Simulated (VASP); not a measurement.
Input of a VASP 6.6.1 run:

The input INCAR:

```
SYSTEM = CsPbCl3
PREC     = Accurate       ! precision mode
ENCUT    = 520            ! plane-wave cutoff, eV
EDIFF    = 1E-7           ! SCF threshold, eV
ISMEAR   = -1             ! smearing method
SIGMA    = 0.05           ! smearing width, eV
LREAL    = .False.        ! projectors in reciprocal space
LASPH    = .True.         ! aspherical terms in the spheres
NELM     = 100            ! most SCF steps
ALGO     = Normal         ! electronic algorithm
ISIF     = 2              ! what is computed and relaxed
LWAVE    = .False.        ! write WAVECAR
LCHARG   = .False.        ! write CHGCAR
GGA      = PE             ! functional
NBANDS   = 30             ! bands
```

The input KPOINTS:

```
regular mesh
0
Gamma
  5 5 5
  0 0 0
```

File POSCAR:

```
CsPbCl3
1.0
    5.7331002888      0.0000000000      0.0000000000
    0.0000000000      5.7331002888      0.0000000000
    0.0000000000      0.0000000000      5.7331002888
Pb Cs Cl
1 1 3
Direct
    0.5000000000      0.5000000000      0.5000000000
    0.0000000000      0.0000000000      0.0000000000
    0.5000000000      0.0000000000      0.5000000000
    0.0000000000      0.5000000000      0.5000000000
    0.5000000000      0.5000000000      0.0000000000
```

Potentials or basis: VASP PAW PBE potentials, release 64 (Pb_d, Cs_sv, Cl).

The run is started by

```console
$ cat potpaw_PBE.64/Pb_d/POTCAR potpaw_PBE.64/Cs_sv/POTCAR potpaw_PBE.64/Cl/POTCAR > POTCAR
$ mpirun -np 1 vasp_std > vasp.out
```

Task: What does it give for the band gap on the k mesh?

Result: 3.10 eV.

Task: Predict the pressure.

Result: 0.0 GPa.

Caveat: spin-orbit coupling is left out, which moves the levels of the heavy elements; an odd mesh through Γ misses points on the zone boundary, where band edges can lie.
